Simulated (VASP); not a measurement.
# TiSi16 (a cell with a defect) in VASP: single point with PBEsol

Aim: the single point of TiSi16 (a cell with a defect) with PBEsol.

All numbers are computed with VASP 6.6.1; they aren't measurements. Logs are shortened: lines on timing, memory, paths and dates and some standing lists are left out, and cuts for length are marked.

### Step 1. The cell of the first run

The cell holds a defect, 17 atoms: a = 7.679 Å, b = 7.679 Å, c = 7.679 Å, α = 60.00°, β = 60.00°, γ = 60.00°.

### Step 2. Single point, PBEsol

File INCAR:

```
PREC = Accurate
ENCUT = 520
EDIFF = 1E-7
ISMEAR = 0
SIGMA = 0.05
LREAL = Auto
LASPH = T
NELM = 80
ALGO = Normal
ISIF = 2
LWAVE = F
LCHARG = T
GGA = PS
LELF = T
LVHAR = T
NBANDS = 52
```

File KPOINTS:

```
regular mesh
0
Gamma
  2 2 2
```

File POSCAR:

```
TiSi16
1.0
    0.0000000000      5.4300000000      5.4300000000
    5.4300000000      0.0000000000      5.4300000000
    5.4300000000      5.4300000000      0.0000000000
Si Ti
16 1
Direct
   -0.0158710866      0.0498937385     -0.0169342541
    0.1266138122      0.1357252302      0.1257151013
    0.0134847145     -0.0111313076      0.4988740331
    0.1266013812      0.1357183241      0.6120838858
    0.0113432781      0.5068447514      0.0119666667
    0.1081906077      0.6737230203      0.1088707182
    0.0113467772      0.5068011050      0.4694815838
    0.1552502762      0.6177174954      0.6133139963
    0.4998323204     -0.0110866483      0.0124547882
    0.6130181400      0.1359109576      0.1255895948
    0.4998672192     -0.0111449355      0.4989368324
    0.6425187845      0.0747640884      0.6414375691
    0.4688271639      0.5069549724      0.0119116943
    0.6126872928      0.6178670350      0.1557637201
    0.5159083794      0.4509354512      0.5163671271
    0.6127059853      0.6178201657      0.6132976980
    0.8119932781      0.5623415285      0.8126301105
```

Potentials or basis: VASP PAW PBE potentials, release 64 (Si, Ti_sv).

The run is started by

```sh
$ cat potpaw_PBE.64/Si/POTCAR potpaw_PBE.64/Ti_sv/POTCAR > POTCAR
$ mpirun -np 1 vasp_std > vasp.out
```

OUTCAR:

```text
PREC = Accurate
   ENCUT = 520
   EDIFF = 1E-7
   ISMEAR = 0
   LREAL = Auto
   LASPH = T
   NELM = 80
   ISIF = 2
   GGA = PS

 ion  position               nearest neighbor table
   1  0.984  0.050  0.983-   2 2.34   4 2.34  10 2.34   6 2.36
   2  0.127  0.136  0.126-   5 2.33   1 2.34   3 2.34   9 2.34
   3  0.013  0.989  0.499-   8 2.33  12 2.34   2 2.34   4 2.34
   4  0.127  0.136  0.612-   7 2.33   1 2.34   3 2.34  11 2.35
   5  0.011  0.507  0.012-   6 2.28   2 2.33  17 2.43  14 2.50   8 2.50
   6  0.108  0.674  0.109-   7 2.28  13 2.28   5 2.28   1 2.36
   7  0.011  0.507  0.469-   6 2.28   4 2.33  17 2.43  16 2.50   8 2.50
   8  0.155  0.618  0.613-  15 2.28   3 2.33  17 2.43   7 2.50   5 2.50
   9  0.500  0.989  0.012-  14 2.33  12 2.34   2 2.34  10 2.35
  10  0.613  0.136  0.126-  13 2.33   1 2.34   9 2.35  11 2.35
  11  0.500  0.989  0.499-  16 2.33  12 2.34   4 2.35  10 2.35
  12  0.643  0.075  0.641-   3 2.34   9 2.34  11 2.34  15 2.36
  13  0.469  0.507  0.012-   6 2.28  10 2.33  17 2.43  16 2.50  14 2.50
  14  0.613  0.618  0.156-  15 2.28   9 2.33  17 2.43  13 2.50   5 2.50
  15  0.516  0.451  0.516-  14 2.28  16 2.28   8 2.28  12 2.36
  16  0.613  0.618  0.613-  15 2.28  11 2.33  17 2.43  13 2.50   7 2.50
  17  0.812  0.562  0.813-  13 2.43  16 2.43  14 2.43   7 2.43   5 2.43   8 2.43

  LATTYP: Found a face centered cubic cell.
 ALAT       =    10.8600000000

  Lattice vectors:

 A1 = (   0.0000000000,   5.4300000000,   5.4300000000)
 A2 = (   5.4300000000,   0.0000000000,   5.4300000000)
 A3 = (   5.4300000000,   5.4300000000,   0.0000000000)

Analysis of symmetry for initial positions (statically):
=====================================================================
 Subroutine PRICEL returns:
 Original cell was already a primitive cell.

 Routine SETGRP: Setting up the symmetry group for a
 face centered cubic supercell.

 Subroutine GETGRP returns: Found  1 space group operations
 (whereof  1 operations were pure point group operations)
 out of a pool of 48 trial point group operations.

The static configuration has the point symmetry C_1 .

Analysis of symmetry for dynamics (positions and initial velocities):
=====================================================================
 Subroutine PRICEL returns:
 Original cell was already a primitive cell.

 Routine SETGRP: Setting up the symmetry group for a
 face centered cubic supercell.

 Subroutine GETGRP returns: Found  1 space group operations
 (whereof  1 operations were pure point group operations)
 out of a pool of 48 trial point group operations.

[... 119 lines left out ...]
   ISIF   =      2    stress and relaxation
   ISYM   =      2    0-nonsym 1-usesym 2-fastsym
   POTIM  = 0.5000    time-step for ionic-motion
   TEBEG  =    0.0;   TEEND  =   0.0 temperature during run
   PSTRESS=    0.0 pullay stress
   NELECT =      76.0000    total number of electrons
   NUPDOWN=      -1.0000    fix difference up-down
   EMIN   =  10.00;   EMAX   =-10.00  energy-range for DOS
   EFERMI =   0.00;   METHOD = LEGACY
   ISMEAR =     0;   SIGMA  =   0.05  broadening in eV -4-tet -1-fermi 0-gaus
   EFERMI_NEDOS =   21; number of points for ismear=-14 and -15
   IALGO  =     38    algorithm
   IMIX   =      4    mixing-type and parameters
     AMIX     =   0.40;   BMIX     =  1.00
     AMIX_MAG =   1.60;   BMIX_MAG =  1.00
  volume/ion in A,a.u.               =      18.84       127.11
  Fermi-wavevector in a.u.,A,eV,Ry     =   1.013607  1.915439 13.978610  1.027399
  Thomas-Fermi vector in A             =   2.146786
   LORBIT       =      0    0 simple, 1 ext, 2 COOP (PROOUT), +10 PAW based schemes
   GGA     = PS    functional components
   LHFCALC =     F    Hartree Fock is set to
   AEXX    =    0.0000 exact exchange contribution
   IVDW    =     0    specifies the selected vdW correction
   LEPSILON=     F    determine dielectric tensor
   LRPA    =     F    only Hartree local field effects (RPA)
 non-spin polarized calculation
 Gauss-broadening in eV      SIGMA  =   0.05
  energy-cutoff  :      520.00
  volume of cell :      320.21
 maximum number of plane-waves:      8646
 NGX is ok and might be reduce to    60
   NGX = 29   NGY = 29   NGZ = 29

 number of electron      76.0000002 magnetization

 Free energy of the ion-electron system (eV)
  ---------------------------------------------------
  ext. energy  EPLUGINS =         0.00000000
  ---------------------------------------------------
  free energy    TOTEN  =       -96.58448045 eV

  energy without entropy =      -96.56402906  energy(sigma->0) =      -96.57425475

 E-fermi :   6.7799     XC(G=0):  -9.8841

 val. band max:        6.7230104993   @ k =   0.0000   0.0000   0.0000
 cond. band min:       6.7925322647   @ k =   0.5000   0.5000   0.0000
 fundamental gap:      0.0695217655
 Fermi energy:         6.7798701201

 k-point     1 :       0.0000    0.0000    0.0000
  band No.  band energies     occupation
      1     -49.8047      2.00000
      2     -26.3743      2.00000
      3     -26.2275      2.00000
      4     -26.2271      2.00000
      5      -5.7244      2.00000
      6      -3.4862      2.00000
[... 413 lines left out ...]
     49       9.8615      0.00000
     50      10.3591      0.00000
 [bands above 50 left out]

------------------------ aborting loop because EDIFF is reached ----------------------------------------

  FORCE on cell =-STRESS in cart. coord.  units (eV):
  Direction    XX          YY          ZZ          XY          YZ          ZX
  --------------------------------------------------------------------------------------
  -------------------------------------------------------------------------------------
  Total        7.8321374      7.8402791      7.8425149      1.9261734      1.9193358     -1.9165621
  in kB       39.1887488     39.2294864     39.2406733      9.6377683      9.6035560     -9.5896775
  external PRESSURE =      39.2196362 kB  Pullay stress =       0.0000000 kB

 VOLUME and BASIS-vectors are now :
 -----------------------------------------------------------------------------
  energy-cutoff  :      520.00
  volume of cell :      320.21
      direct lattice vectors                 reciprocal lattice vectors
     0.000000000  5.430000000  5.430000000    -0.092081031  0.092081031  0.092081031
     5.430000000  0.000000000  5.430000000     0.092081031 -0.092081031  0.092081031
     5.430000000  5.430000000  0.000000000     0.092081031  0.092081031 -0.092081031

 POSITION                                       TOTAL-FORCE (eV/Angst)
 -----------------------------------------------------------------------------------
      5.60897     10.68187      5.61474         0.017911     -0.019297      0.008745
      1.41962      1.37015      1.42450         0.013229     -0.019638      0.012912
      8.07844      2.78211      5.44278        -0.013011      0.012821     -0.020393
      4.06057      4.01106      1.42440         0.018312     -0.012728      0.013203
      2.81715      0.12657      2.81376         0.021026     -0.021575      0.024062
      4.24948      1.17864      4.24579         0.022104     -0.020776      0.027024
[... 9 lines left out ...]
      6.68497      6.65720      6.68176        -0.024750      0.019767     -0.021296
      7.46610      8.82171      7.46264        -0.003598      0.004164      0.008069
 -----------------------------------------------------------------------------------
    total drift:                                0.002976     -0.006591      0.006238

  FREE ENERGIE OF THE ION-ELECTRON SYSTEM (eV)
  ---------------------------------------------------
  free  energy   TOTEN  =       -96.5844804485 eV

  energy  without entropy=      -96.5640290574  energy(sigma->0) =      -96.57425475
```

Run time: 3.6 min. Hardware: 1 thread of AMD EPYC 9R45 (Zen 5), shared host; peak memory 0.46 GiB.

Results:

```
Free energy            : -96.5845 eV
Pressure               : 3.9 GPa
Largest force          : 0.041 eV/Å
Band gap on the k mesh : zero (bands 38 and 39 overlap by 0.19 eV)
```

Forces in eV/Å, atoms in the order of the input:
```
Si   0.018 -0.019  0.009
Si   0.013 -0.020  0.013
Si  -0.013  0.013 -0.020
Si   0.018 -0.013  0.013
Si   0.021 -0.022  0.024
Si   0.022 -0.021  0.027
Si   0.021 -0.020  0.025
Si  -0.023  0.025 -0.022
Si  -0.016  0.015 -0.014
Si   0.015 -0.014  0.015
Si  -0.015  0.015 -0.014
Si  -0.013  0.010 -0.022
Si   0.022 -0.022  0.019
Si  -0.020  0.026 -0.020
Si  -0.022  0.023 -0.020
Si  -0.025  0.020 -0.021
Ti  -0.004  0.004  0.008
```

Stress tensor (GPa, compression positive):
```
 3.92  0.96 -0.96
 0.96  3.92  0.96
-0.96  0.96  3.92
```

Levels at points of the mesh, in eV from the Fermi level:
```csv
k point,band 35,band 36,band 37,band 38,band 39,band 40
"(0.00, 0.00, 0.00)",-1.21,-0.70,-0.21,-0.21,-0.17,-0.17
"(0.50, 0.00, 0.00)",-1.37,-1.00,-0.78,0.02,0.39,0.64
"(0.00, 0.50, 0.00)",-1.28,-1.28,-0.23,-0.23,0.28,0.44
"(0.00, 0.00, 0.50)",-1.37,-1.00,-0.78,0.02,0.39,0.64
"(0.50, 0.50, 0.50)",-1.37,-1.00,-0.78,0.02,0.39,0.64
"(0.50, 0.50, 0.00)",-1.73,-1.52,-0.19,0.01,0.27,0.53
"(0.00, 0.50, 0.50)",-1.72,-1.52,-0.19,0.01,0.27,0.53
"(0.50, 0.00, 0.50)",-1.72,-1.52,-0.19,0.01,0.27,0.53
```

Caveat: the k points lie up to 0.50 Å⁻¹ apart; the PAW data sets were made with another functional, which shifts forces and pressure a little.
